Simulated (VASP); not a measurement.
# BN (gw) (F-43m) in VASP: G0W0 quasiparticle levels with PBE

Aim: the G0W0 quasiparticle levels of BN (gw) with PBE.

Everything below comes from runs of VASP 6.6.1. Logs are shortened: lines on timing, memory, paths and dates and some standing lists are left out, and cuts for length are marked.

### Step 1. The cell of the first run

Symmetry: F-43m, No. 216, cubic system. The conventional cell has a = 3.625 Å, b = 3.625 Å, c = 3.625 Å, α = 90.00°, β = 90.00°, γ = 90.00°. B (site symmetry -43m) has 4 N at 1.57 Å within 2.1 Å. N (site symmetry -43m) has 4 B at 1.57 Å within 2.1 Å.

### Step 2. G0W0 quasiparticle levels, PBE

POSCAR reads:

```
BN
1.0
    0.0000000000      1.8123266330      1.8123266330
    1.8123266330      0.0000000000      1.8123266330
    1.8123266330      1.8123266330      0.0000000000
B N
1 1
Direct
    0.0000000000      0.0000000000      0.0000000000
    0.2500000000      0.2500000000      0.2500000000
```

INCAR.step1 reads:

```
ALGO = Normal
EDIFF = 1E-8
ENCUT = 500
GGA = PE
ISMEAR = 0
LASPH = T
LCHARG = F
LREAL = F
LWAVE = T
NELM = 80
PREC = Accurate
SIGMA = 0.01
```

INCAR.step2 reads:

```
ALGO = Exact
EDIFF = 1E-8
ENCUT = 500
GGA = PE
ISMEAR = 0
ISTART = 1
LASPH = T
LCHARG = F
LOPTICS = T
LREAL = F
LWAVE = T
NBANDS = 34
NELM = 1
PREC = Accurate
SIGMA = 0.01
```

INCAR.step3 reads:

```
ALGO = EVGW0
EDIFF = 1E-8
ENCUT = 500
ENCUTGW = 80.0
GGA = PE
ISMEAR = 0
ISTART = 1
LASPH = T
LCHARG = F
LREAL = F
LWAVE = F
NBANDS = 34
NBANDSGW = 12
NELMGW = 1
NOMEGA = 48
PREC = Accurate
PRECFOCK = Fast
SIGMA = 0.01
```

KPOINTS reads:

```
k-points
0
Gamma
  6 6 6
```

Potentials or basis: VASP PAW PBE potentials, release 64 (B_GW, N_GW).

Command:

```sh
$ cat potpaw_PBE.64/B_GW/POTCAR potpaw_PBE.64/N_GW/POTCAR > POTCAR
$ cp INCAR.step1 INCAR
$ mpirun -np 1 vasp_std > vasp.out
$ cp INCAR.step2 INCAR
$ mpirun -np 1 vasp_std > vasp.out
$ cp INCAR.step3 INCAR
$ mpirun -np 1 vasp_std > vasp.out
```

OUTCAR:

```text
EDIFF = 1E-8
   ENCUT = 500
   ENCUTGW = 80.0
   GGA = PE
   ISMEAR = 0
   ISTART = 1
   LASPH = T
   LREAL = F
   NELMGW = 1
   PREC = Accurate
   PRECFOCK = Fast

 ion  position               nearest neighbor table
   1  0.000  0.000  0.000-   2 1.57   2 1.57   2 1.57   2 1.57
   2  0.250  0.250  0.250-   1 1.57   1 1.57   1 1.57   1 1.57

  LATTYP: Found a face centered cubic cell.
 ALAT       =     3.6246532660

  Lattice vectors:

 A1 = (   0.0000000000,   1.8123266330,   1.8123266330)
 A2 = (   1.8123266330,   0.0000000000,   1.8123266330)
 A3 = (   1.8123266330,   1.8123266330,   0.0000000000)

Analysis of symmetry for initial positions (statically):
=====================================================================
 Subroutine PRICEL returns:
 Original cell was already a primitive cell.

 Routine SETGRP: Setting up the symmetry group for a
 face centered cubic supercell.

 Subroutine GETGRP returns: Found 24 space group operations
 (whereof 24 operations were pure point group operations)
 out of a pool of 48 trial point group operations.

The static configuration has the point symmetry T_d .

Analysis of symmetry for dynamics (positions and initial velocities):
=====================================================================
 Subroutine PRICEL returns:
 Original cell was already a primitive cell.

 Routine SETGRP: Setting up the symmetry group for a
 face centered cubic supercell.

 Subroutine GETGRP returns: Found 24 space group operations
 (whereof 24 operations were pure point group operations)
 out of a pool of 48 trial point group operations.

The dynamic configuration has the point symmetry T_d .

 Subroutine INISYM returns: Found 24 space group operations
 (whereof 24 operations are pure point group operations),
 and found     1 'primitive' translations

----------------------------------------------------------------------------------------

                                     Primitive cell

  volume of cell :      11.9053

  direct lattice vectors                    reciprocal lattice vectors
     0.000000000  1.812326633  1.812326633    -0.275888458  0.275888458  0.275888458
     1.812326633  0.000000000  1.812326633     0.275888458 -0.275888458  0.275888458
     1.812326633  1.812326633  0.000000000     0.275888458  0.275888458 -0.275888458

  length of vectors
     2.563016904  2.563016904  2.563016904     0.477852826  0.477852826  0.477852826

  position of ions in fractional coordinates (direct lattice)
     0.000000000  0.000000000  0.000000000
     0.250000000  0.250000000  0.250000000

  ion indices of the primitive-cell ions
   primitive index   ion index
                 1           1
                 2           2

----------------------------------------------------------------------------------------

 KPOINTS: k-points

Automatic generation of k-mesh.
 Grid dimensions read from file:
 generate k-points for:    6    6    6

 Generating k-lattice:

  Cartesian coordinates                     Fractional coordinates (reciprocal lattice)
    -0.045981410  0.045981410  0.045981410     0.166666667  0.000000000  0.000000000
     0.045981410 -0.045981410  0.045981410     0.000000000  0.166666667  0.000000000
     0.045981410  0.045981410 -0.045981410     0.000000000  0.000000000  0.166666667

  Length of vectors
     0.079642138  0.079642138  0.079642138

  Shift w.r.t. Gamma in fractional coordinates (k-lattice)
     0.000000000  0.000000000  0.000000000

 Subroutine IBZKPT returns following result:
 ===========================================

 Found     16 irreducible k-points:

 Following reciprocal coordinates:
            Coordinates               Weight
  0.000000  0.000000  0.000000      1.000000
  0.166667  0.000000  0.000000      8.000000
  0.333333  0.000000  0.000000      8.000000
  0.500000  0.000000  0.000000      4.000000
  0.166667  0.166667  0.000000      6.000000
  0.333333  0.166667  0.000000     24.000000
[... 8 lines left out ...]
 -0.333333  0.333333  0.166667     24.000000
 -0.333333  0.500000  0.166667     12.000000
   k-points           NKPTS =     16   k-points in BZ     NKDIM =    216   number of bands    NBANDS=     34
   number of dos      NEDOS =    301   number of ions     NIONS =      2
   total plane-waves  NPLWV =   8000
   dimension x,y,z NGX =    20 NGY =   20 NGZ =   20
   dimension x,y,z NGXF=    40 NGYF=   40 NGZF=   40
   ions per type =               1   1
   NGX,Y,Z   is equivalent  to a cutoff of  12.97, 12.97, 12.97 a.u.
   NGXF,Y,Z  is equivalent  to a cutoff of  25.95, 25.95, 25.95 a.u.
 SYSTEM =  unknown system
   PREC   = accura    normal or accurate (medium, high low for compatibility)
   ISTART =      1    job   : 0-new  1-cont  2-samecut
   ICHARG =      0    charge: 1-file 2-atom 10-const
   ISPIN  =      1    spin polarized calculation?
   LNONCOLLINEAR =      F non collinear calculations
   LSORBIT =      F    spin-orbit coupling
   LASPH  =      T    aspherical Exc in radial PAW
   ENCUT  =  500.0 eV  36.75 Ry    6.06 a.u.   4.67  4.67  4.67*2*pi/ulx,y,z
   NELM   =     60;   NELMIN=  2; NELMDL=  0     # of ELM steps
   EDIFF  = 0.1E-07   stopping-criterion for ELM
   LREAL  =      F    real-space projection
   EDIFFG = 0.1E-06   stopping-criterion for IOM
   NSW    =      0    number of steps for IOM
   IBRION =     -1    ionic relax: 0-MD 1-quasi-New 2-CG
   NFREE  =      0    steps in history (QN), initial steepest desc. (CG)
   ISIF   =      0    stress and relaxation
   ISYM   =      3    0-nonsym 1-usesym 2-fastsym
   POTIM  = 0.5000    time-step for ionic-motion
   TEBEG  =    0.0;   TEEND  =   0.0 temperature during run
   PSTRESS=    0.0 pullay stress
   NELECT =       8.0000    total number of electrons
   NUPDOWN=      -1.0000    fix difference up-down
   EMIN   =  10.00;   EMAX   =-10.00  energy-range for DOS
   EFERMI =   0.00;   METHOD = LEGACY
   ISMEAR =     0;   SIGMA  =   0.01  broadening in eV -4-tet -1-fermi 0-gaus
   EFERMI_NEDOS =   21; number of points for ismear=-14 and -15
   IALGO  =     38    algorithm
   IMIX   =      4    mixing-type and parameters
     AMIX     =   0.40;   BMIX     =  1.00
     AMIX_MAG =   1.60;   BMIX_MAG =  1.00
  volume/ion in A,a.u.               =       5.95        40.17
  Fermi-wavevector in a.u.,A,eV,Ry     =   1.433920  2.709717 27.975313  2.056128
  Thomas-Fermi vector in A             =   2.553386
   LORBIT       =      0    0 simple, 1 ext, 2 COOP (PROOUT), +10 PAW based schemes
   GGA     = PE    functional components
   LHFCALC =     T    Hartree Fock is set to
   PRECFOCK=fast      Normal, Fast or Accurate (Low or Medium for compatibility)
   ENCUT4O =  -1.0   cutoff for four orbital integrals eV
   NKREDX  =     1    reduce k-point grid by
   NKREDY  =     1    reduce k-point grid by
   NKREDZ  =     1    reduce k-point grid by
   AEXX    =    1.0000 exact exchange contribution
   HFSCREEN=    0.0000 screening length (either q_TF or 0.3 A-1)
   HFSCREENC=   0.0000 screening length for correlation (either q_TF or 0.3 A-1)
   ENCUTFOCK=  -1.0 apply spherical cutoff to Coloumb kernel
   IVDW    =     0    specifies the selected vdW correction
   LEPSILON=     F    determine dielectric tensor
   LRPA    =     F    only Hartree local field effects (RPA)
   LRPAFORCE           =     F    calculate RPA forces
   ENCUTGW             =  80.0    cutoff for response function in eV
   ENCUTGWSOFT         =  64.0    soft cutoff for Coulomb kernel in GW response function in eV
   ENCUTLF             =  -1.0    cutoff for local field effects
   NELMGW              =     1    number of iterations in solving QP/BSE equation
   NELMHF              =     1    number of iterations in the inner HF iteration
   NKREDLFX            =     1    NKREDLFY  =   1   NKREDLFZ  =   1
 non-spin polarized calculation
 Gauss-broadening in eV      SIGMA  =   0.01
  energy-cutoff  :      500.00
  volume of cell :       11.91
 maximum number of plane-waves:       310
  NGX = 12; NGY = 12; NGZ = 12
   NGX =  9   NGY =  9   NGZ =  9
 maximum number of plane-waves:        22
 NGX is ok and might be reduce to    10

 QP shifts <psi_nk| G(iteration)W_0 |psi_nk>: iteration 1
 for sc-GW calculations column KS-energies equals QP-energies in previous step
 and V_xc(KS)=  KS-energies - (<T + V_ion + V_H > + <T+V_H+V_ion>^1  + <V_x>^1)

 k-point   1 :       0.0000    0.0000    0.0000
  band No.  KS-energies  QP-energies   sigma(KS)   V_xc(KS)     V^pw_x(r,r')   Z            occupation Imag(sigma)

      1     -12.7786     -14.4962     -17.6858     -15.4685     -26.4550       0.7746       2.0000       1.4378
      2       7.3637       7.0373     -18.6520     -18.2581     -21.8545       0.8285       2.0000       0.0919
      3       7.3637       7.0373     -18.6520     -18.2581     -21.8545       0.8285       2.0000       0.0919
      4       7.3637       7.0373     -18.6520     -18.2581     -21.8545       0.8285       2.0000       0.0919
      5      16.1455      17.7288     -11.8577     -13.7555      -6.9825       0.8343       0.0000      -0.1108
      6      16.1455      17.7288     -11.8577     -13.7555      -6.9825       0.8343       0.0000      -0.1108
      7      16.1455      17.7288     -11.8577     -13.7555      -6.9825       0.8343       0.0000      -0.1108
      8      17.5806      18.9293     -13.7689     -15.4131      -8.3937       0.8203       0.0000      -0.1344
      9      31.9584      32.6766     -10.5042     -11.4074      -3.2993       0.7952       0.0000      -0.5912
     10      35.0440      36.5417     -11.4875     -13.2785      -5.4274       0.8363       0.0000      -0.5762
     11      35.0440      36.5417     -11.4875     -13.2785      -5.4274       0.8363       0.0000      -0.5762
     12      35.6439      36.3747     -10.1695     -11.0492      -3.0310       0.8307       0.0000      -1.0058

 k-point   2 :       0.1667    0.0000    0.0000
  band No.  KS-energies  QP-energies   sigma(KS)   V_xc(KS)     V^pw_x(r,r')   Z            occupation Imag(sigma)
[... 225 lines left out ...]
      1      -7.0202      -8.2826     -19.1307     -17.4533     -26.8627       0.7526       2.0000       0.6582
      2      -0.7847      -2.0704     -17.0617     -15.4210     -22.0426       0.7837       2.0000       0.2138
      3       1.2141       0.1604     -17.0826     -15.7667     -21.3840       0.8008       2.0000       0.1598
      4       1.2622       0.2498     -16.5566     -15.2977     -20.5879       0.8042       2.0000       0.1519
      5      15.1091      16.3172     -12.4104     -13.8539      -7.8112       0.8370       0.0000      -0.1076
      6      19.3164      20.6958     -11.9045     -13.5662      -6.6775       0.8301       0.0000      -0.1307
      7      22.3495      24.2438     -12.7975     -15.1772      -6.4337       0.7960       0.0000      -0.2186
      8      24.0473      26.0810     -12.9759     -15.5541      -6.4655       0.7888       0.0000      -0.2439
      9      26.8323      28.8397     -13.6046     -16.1698      -6.8111       0.7825       0.0000      -0.3291
     10      33.1066      34.8801     -11.6310     -13.8522      -4.2013       0.7984       0.0000      -0.7490
     11      37.4421      38.7673     -11.2094     -12.8129      -4.1725       0.8264       0.0000      -0.9845
     12      40.5518      42.1117     -10.9998     -12.8897      -3.8356       0.8254       0.0000      -1.1032
```

It took 75 s on 1 thread of Intel Xeon 8259CL, shared host; peak memory 0.18 GiB.

What came out:

| Quantity | Value |
| --- | --- |
| Band gap on the k mesh, mean-field level | 4.45 eV, indirect (least direct gap 8.78 eV) |
| Quasiparticle gap | 5.60 eV |
| Least direct quasiparticle gap | 10.69 eV |

Caveat: the k points lie up to 0.50 Å⁻¹ apart; bands, screening cutoff and mesh are small and nothing is extrapolated, so the quasiparticle values aren't converged.
